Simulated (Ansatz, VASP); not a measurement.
**Two plane-wave programs on Y3B**

```
Y B
1.0
     4.52558    0.00000    0.00000
     0.00000    4.52558    0.00000
     0.00000    0.00000    4.52558
Y B
3 1
Direct
  0.00000 0.50000 0.50000
  0.50000 0.00000 0.50000
  0.50000 0.50000 0.00000
  0.00000 0.00000 0.00000
```

Alike in both runs: functional PBE; k mesh 4 × 4 × 4; occupations gaussian, width 0.1 eV; no spin polarisation.

Ansatz relaxed the structure, and its values are those at the end. VASP's run is a single point on that final structure, the one shown.

```csv
,VASP,Ansatz
version,VASP 6.6.1,Ansatz 0.2.0
potentials or method,"VASP PAW PBE potentials, release 64 (Y_sv, B), cutoff 520 eV","scalar-relativistic, plane waves, PAW"
valence electrons in the cell,36,36
```

VASP gave:

```
gap on the k mesh at the Fermi level (eV) : none
pressure (GPa)                            : -0.3
```

Task: What did Ansatz give for the same quantities?

Result: gap on the k mesh at the Fermi level (eV): none; pressure (GPa): -0.2.

A gap of «none» marks a metal or a gap that the smearing closes. With one functional, cell and mesh, what is left measures potentials, basis and numerics.
